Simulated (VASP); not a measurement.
# Os (Fd-3m) in VASP: single point with PBE

Aim: the single point of Os with PBE.

Program: VASP 6.6.1. These are calculated values, not measurements. Logs are shortened: lines on timing, memory, paths and dates and some standing lists are left out, and cuts for length are marked.

## Step 1: The cell of the first run

The structure is cubic, space group Fd-3m (No. 227). Conventional cell: a = 4.634 Å, b = 4.634 Å, c = 4.634 Å, α = 90.00°, β = 90.00°, γ = 90.00°. Within 2.7 Å of Os (site symmetry -43m) lie 4 Os at 2.01 Å.

This isn't the form of Os at room conditions, which is hcp.

## Step 2: Single point, PBE (12.44 Å³/atom)

INCAR

```
SYSTEM = Os
PREC = Accurate ; ENCUT = 560
EDIFF = 1E-6 ; ISMEAR = -1
SIGMA = 0.08 ; LREAL = .FALSE.
LASPH = .TRUE. ; NELM = 120
ALGO = Normal ; ISIF = 2
LWAVE = .FALSE. ; LCHARG = .TRUE.
GGA = PE ; LELF = .TRUE.
LVHAR = .TRUE. ; NBANDS = 23
GGA_COMPAT = .FALSE.
```

KPOINTS

```
regular mesh
0
G
  13 13 13
  0 0 0
```

POSCAR

```
Os
1.0
    0.0000000000      2.3167980842      2.3167980842
    2.3167980842      0.0000000000      2.3167980842
    2.3167980842      2.3167980842      0.0000000000
Os
2
Direct
   -0.1250000000     -0.1250000000     -0.1250000000
    0.1250000000      0.1250000000      0.1250000000
```

Potentials or basis: VASP PAW PBE potentials, release 64 (Os_sv_GW).

On the command line:

```
$ cat potpaw_PBE.64/Os_sv_GW/POTCAR > POTCAR
$ mpirun -np 1 vasp_std > vasp.out
```

OUTCAR:

```text
SYSTEM = Os
   PREC = Accurate
   ENCUT = 560
   EDIFF = 1E-6
   ISMEAR = -1
   LREAL = .FALSE.
   LASPH = .TRUE.
   NELM = 120
   ISIF = 2
   GGA = PE

 ion  position               nearest neighbor table
   1  0.875  0.875  0.875-   2 2.01   2 2.01   2 2.01   2 2.01
   2  0.125  0.125  0.125-   1 2.01   1 2.01   1 2.01   1 2.01

  LATTYP: Found a face centered cubic cell.
 ALAT       =     4.6335961684

  Lattice vectors:

 A1 = (   0.0000000000,   2.3167980842,   2.3167980842)
 A2 = (   2.3167980842,   0.0000000000,   2.3167980842)
 A3 = (   2.3167980842,   2.3167980842,   0.0000000000)

Analysis of symmetry for initial positions (statically):
=====================================================================
 Subroutine PRICEL returns:
 Original cell was already a primitive cell.

 Routine SETGRP: Setting up the symmetry group for a
 face centered cubic supercell.

 Subroutine GETGRP returns: Found 48 space group operations
 (whereof 12 operations were pure point group operations)
 out of a pool of 48 trial point group operations.

The static configuration has the point symmetry D_3d.
 The point group associated with its full space group is O_h .

Analysis of symmetry for dynamics (positions and initial velocities):
=====================================================================
 Subroutine PRICEL returns:
 Original cell was already a primitive cell.

 Routine SETGRP: Setting up the symmetry group for a
 face centered cubic supercell.

 Subroutine GETGRP returns: Found 48 space group operations
 (whereof 12 operations were pure point group operations)
 out of a pool of 48 trial point group operations.

The dynamic configuration has the point symmetry D_3d.
 The point group associated with its full space group is O_h .

 Subroutine INISYM returns: Found 48 space group operations
 (whereof 12 operations are pure point group operations),
 and found     1 'primitive' translations

----------------------------------------------------------------------------------------

                                     Primitive cell

  volume of cell :      24.8711

  direct lattice vectors                    reciprocal lattice vectors
     0.000000000  2.316798084  2.316798084    -0.215815096  0.215815096  0.215815096
     2.316798084  0.000000000  2.316798084     0.215815096 -0.215815096  0.215815096
     2.316798084  2.316798084  0.000000000     0.215815096  0.215815096 -0.215815096

  length of vectors
     3.276447272  3.276447272  3.276447272     0.373802711  0.373802711  0.373802711

  position of ions in fractional coordinates (direct lattice)
     0.875000000  0.875000000  0.875000000
     0.125000000  0.125000000  0.125000000

  ion indices of the primitive-cell ions
   primitive index   ion index
                 1           1
                 2           2

----------------------------------------------------------------------------------------

 KPOINTS: regular mesh

Automatic generation of k-mesh.
 Grid dimensions read from file:
 generate k-points for:   13   13   13

 Generating k-lattice:

  Cartesian coordinates                     Fractional coordinates (reciprocal lattice)
    -0.016601161  0.016601161  0.016601161     0.076923077  0.000000000  0.000000000
     0.016601161 -0.016601161  0.016601161     0.000000000  0.076923077  0.000000000
     0.016601161  0.016601161 -0.016601161     0.000000000  0.000000000  0.076923077

  Length of vectors
     0.028754055  0.028754055  0.028754055

  Shift w.r.t. Gamma in fractional coordinates (k-lattice)
     0.000000000  0.000000000  0.000000000

 Subroutine IBZKPT returns following result:
 ===========================================

 Found     84 irreducible k-points:

 Following reciprocal coordinates:
            Coordinates               Weight
  0.000000  0.000000  0.000000      1.000000
  0.076923  0.000000  0.000000      8.000000
  0.153846  0.000000  0.000000      8.000000
  0.230769  0.000000  0.000000      8.000000
  0.307692  0.000000  0.000000      8.000000
  0.384615  0.000000  0.000000      8.000000
[... 16 lines left out ...]
  0.384615  0.153846  0.000000     24.000000
  0.461538  0.153846  0.000000     24.000000
 [... further k-points ...]
   k-points           NKPTS =     84   k-points in BZ     NKDIM =     84   number of bands    NBANDS=     23
   number of dos      NEDOS =    301   number of ions     NIONS =      2
   total plane-waves  NPLWV =  21952
   dimension x,y,z NGX =    28 NGY =   28 NGZ =   28
   dimension x,y,z NGXF=    56 NGYF=   56 NGZF=   56
   ions per type =               2
   NGX,Y,Z   is equivalent  to a cutoff of  14.21, 14.21, 14.21 a.u.
   NGXF,Y,Z  is equivalent  to a cutoff of  28.41, 28.41, 28.41 a.u.
 SYSTEM =  Os
   PREC   = accura    normal or accurate (medium, high low for compatibility)
   ISTART =      0    job   : 0-new  1-cont  2-samecut
   ICHARG =      2    charge: 1-file 2-atom 10-const
   ISPIN  =      1    spin polarized calculation?
   LNONCOLLINEAR =      F non collinear calculations
   LSORBIT =      F    spin-orbit coupling
   LASPH  =      T    aspherical Exc in radial PAW
   ENCUT  =  560.0 eV  41.16 Ry    6.42 a.u.   6.32  6.32  6.32*2*pi/ulx,y,z
   NELM   =    120;   NELMIN=  2; NELMDL= -5     # of ELM steps
   EDIFF  = 0.1E-05   stopping-criterion for ELM
   LREAL  =      F    real-space projection
   EDIFFG = 0.1E-04   stopping-criterion for IOM
   NSW    =      0    number of steps for IOM
   IBRION =     -1    ionic relax: 0-MD 1-quasi-New 2-CG
   NFREE  =      0    steps in history (QN), initial steepest desc. (CG)
   ISIF   =      2    stress and relaxation
   ISYM   =      2    0-nonsym 1-usesym 2-fastsym
   POTIM  = 0.5000    time-step for ionic-motion
   TEBEG  =    0.0;   TEEND  =   0.0 temperature during run
   PSTRESS=    0.0 pullay stress
   NELECT =      32.0000    total number of electrons
   NUPDOWN=      -1.0000    fix difference up-down
   EMIN   =  10.00;   EMAX   =-10.00  energy-range for DOS
   EFERMI =   0.00;   METHOD = LEGACY
   ISMEAR =    -1;   SIGMA  =   0.08  broadening in eV -4-tet -1-fermi 0-gaus
   EFERMI_NEDOS =   21; number of points for ismear=-14 and -15
   IALGO  =     38    algorithm
   IMIX   =      4    mixing-type and parameters
     AMIX     =   0.40;   BMIX     =  1.00
     AMIX_MAG =   1.60;   BMIX_MAG =  1.00
  volume/ion in A,a.u.               =      12.44        83.92
  Fermi-wavevector in a.u.,A,eV,Ry     =   1.780574  3.364797 43.136495  3.170443
  Thomas-Fermi vector in A             =   2.845338
   LORBIT       =      0    0 simple, 1 ext, 2 COOP (PROOUT), +10 PAW based schemes
   GGA     = PE    functional components
   LHFCALC =     F    Hartree Fock is set to
   AEXX    =    0.0000 exact exchange contribution
   IVDW    =     0    specifies the selected vdW correction
   LEPSILON=     F    determine dielectric tensor
   LRPA    =     F    only Hartree local field effects (RPA)
 non-spin polarized calculation
  energy-cutoff  :      560.00
  volume of cell :       24.87
 maximum number of plane-waves:       763
 NGX is ok and might be reduce to    28
   NGX = 13   NGY = 13   NGZ = 13

 number of electron      32.0000002 magnetization

 Free energy of the ion-electron system (eV)
  ---------------------------------------------------
  ext. energy  EPLUGINS =         0.00000000
  ---------------------------------------------------
  free energy    TOTEN  =        -8.90595516 eV

  energy without entropy =       -8.88472193  energy(sigma->0) =       -8.89533855

 E-fermi :  16.3177     XC(G=0): -14.8332

 val. band max:       16.2984747087   @ k =   0.4615   0.3077   0.0769
 cond. band min:      16.3301520532   @ k =  -0.1538   0.2308   0.0769
 fundamental gap:      0.0316773445
 Fermi energy:        16.3177257859

 k-point     1 :       0.0000    0.0000    0.0000
  band No.  band energies     occupation
      1     -71.6616      2.00000
      2     -69.6024      2.00000
      3     -32.3573      2.00000
      4     -32.3573      2.00000
      5     -32.3573      2.00000
      6     -28.9431      2.00000
[... 15 lines left out ...]
     22      29.8343      0.00000
     23      29.8343      0.00000

 k-point     2 :       0.0769    0.0000    0.0000
  band No.  band energies     occupation
      1     -71.6425      2.00000
      2     -69.6277      2.00000
      3     -32.3843      2.00000
      4     -32.3843      2.00000
      5     -32.3556      2.00000
      6     -28.9359      2.00000
[... 15 lines left out ...]
     22      29.9195      0.00000
     23      30.9028      0.00000

 k-point     3 :       0.1538    0.0000    0.0000
  band No.  band energies     occupation
      1     -71.5852      2.00000
      2     -69.7012      2.00000
      3     -32.4568      2.00000
      4     -32.4568      2.00000
      5     -32.3537      2.00000
      6     -28.9119      2.00000
[... 15 lines left out ...]
     22      30.2008      0.00000
     23      32.3066      0.00000

 k-point     4 :       0.2308    0.0000    0.0000
  band No.  band energies     occupation
      1     -71.4959      2.00000
      2     -69.8128      2.00000
      3     -32.5536      2.00000
      4     -32.5536      2.00000
      5     -32.3534      2.00000
      6     -28.8715      2.00000
[... 15 lines left out ...]
     22      30.7179      0.00000
     23      30.7179      0.00000

 k-point     5 :       0.3077    0.0000    0.0000
  band No.  band energies     occupation
      1     -71.3863      2.00000
      2     -69.9455      2.00000
      3     -32.6495      2.00000
      4     -32.6495      2.00000
      5     -32.3582      2.00000
      6     -28.8220      2.00000
[... 15 lines left out ...]
     22      31.4535      0.00000
     23      31.4535      0.00000

 k-point     6 :       0.3846    0.0000    0.0000
  band No.  band energies     occupation
      1     -71.2773      2.00000
      2     -70.0740      2.00000
      3     -32.7255      2.00000
      4     -32.7255      2.00000
      5     -32.3653      2.00000
      6     -28.7748      2.00000
[... 15 lines left out ...]
     22      32.2400      0.00000
     23      32.2400      0.00000

 k-point     7 :       0.4615    0.0000    0.0000
  band No.  band energies     occupation
      1     -71.2039      2.00000
      2     -70.1577      2.00000
      3     -32.7666      2.00000
      4     -32.7666      2.00000
      5     -32.3703      2.00000
      6     -28.7461      2.00000
[... 353 lines left out ...]
     22      30.4189      0.00000
     23      33.3467      0.00000

 k-point    21 :       0.2308    0.1538    0.0000
  band No.  band energies     occupation
      1     -71.4889      2.00000
      2     -69.8213      2.00000
      3     -32.6784      2.00000
      4     -32.6731      2.00000
      5     -32.0532      2.00000
      6     -29.2238      2.00000
[... 15 lines left out ...]
     22      30.3988      0.00000
     23      32.4763      0.00000

 k-point    22 :       0.3077    0.1538    0.0000
  band No.  band energies     occupation
      1     -71.3914      2.00000
      2     -69.9398      2.00000
      3     -32.8001      2.00000
      4     -32.7673      2.00000
      5     -31.9739      2.00000
      6     -29.2666      2.00000
[... 15 lines left out ...]
     22      30.1240      0.00000
     23      31.4667      0.00000

 k-point    23 :       0.3846    0.1538    0.0000
  band No.  band energies     occupation
      1     -71.2779      2.00000
      2     -70.0728      2.00000
      3     -32.9221      2.00000
      4     -32.8368      2.00000
      5     -31.9118      2.00000
      6     -29.2817      2.00000
[... 15 lines left out ...]
     22      29.7958      0.00000
     23      31.7128      0.00000

 k-point    24 :       0.4615    0.1538    0.0000
  band No.  band energies     occupation
      1     -71.1740      2.00000
      2     -70.1915      2.00000
      3     -33.0220      2.00000
      4     -32.8697      2.00000
      5     -31.8761      2.00000
      6     -29.2746      2.00000
[... 15 lines left out ...]
     22      29.7224      0.00000
     23      30.6348      0.00000

 [... further k-points ...]

------------------------ aborting loop because EDIFF is reached ----------------------------------------

  FORCE on cell =-STRESS in cart. coord.  units (eV):
  Direction    XX          YY          ZZ          XY          YZ          ZX
  --------------------------------------------------------------------------------------
  -------------------------------------------------------------------------------------
  Total       59.4209646     59.4209646     59.4209646      0.0000000      0.0000000      0.0000000
  in kB     3827.8572016   3827.8572016   3827.8572016      0.0000000      0.0000000      0.0000000
  external PRESSURE =    3827.8572016 kB  Pullay stress =       0.0000000 kB

 VOLUME and BASIS-vectors are now :
 -----------------------------------------------------------------------------
  energy-cutoff  :      560.00
  volume of cell :       24.87
      direct lattice vectors                 reciprocal lattice vectors
     0.000000000  2.316798084  2.316798084    -0.215815096  0.215815096  0.215815096
     2.316798084  0.000000000  2.316798084     0.215815096 -0.215815096  0.215815096
     2.316798084  2.316798084  0.000000000     0.215815096  0.215815096 -0.215815096

 POSITION                                       TOTAL-FORCE (eV/Angst)
 -----------------------------------------------------------------------------------
      4.05440      4.05440      4.05440         0.000000      0.000000      0.000000
      0.57920      0.57920      0.57920        -0.000000     -0.000000     -0.000000
 -----------------------------------------------------------------------------------
    total drift:                                0.000000     -0.000000     -0.000000

  FREE ENERGIE OF THE ION-ELECTRON SYSTEM (eV)
  ---------------------------------------------------
  free  energy   TOTEN  =        -8.9059551609 eV

  energy  without entropy=       -8.8847219323  energy(sigma->0) =       -8.89533855
```

Wall time 72 s (1 thread of Intel Xeon Platinum 8175M at 2.50GHz (Skylake/Cascade Lake), shared host); peak memory 0.19 GiB.

What came out:

| Property | Result |
| --- | --- |
| Free energy | -8.9060 eV |
| Pressure | 382.8 GPa |
| Band gap on the k mesh | zero (bands 16 and 17 overlap by 2.08 eV) |

Levels at points of the mesh, in eV from the Fermi level:
```tsv
k point	band 13	band 14	band 15	band 16	band 17	band 18	band 19	band 20
(0.00, 0.00, 0.00)	-5.77	-5.77	-0.57	-0.57	-0.57	5.71	5.71	11.86
```

Caveat: atoms lie so close that the PAW spheres overlap strongly, which falsifies energies and pressures; the cell stands under pressure; spin-orbit coupling is left out, which moves the levels of the heavy elements.

The gap in the log of VASP goes by the Fermi energy; the results here count the filled bands.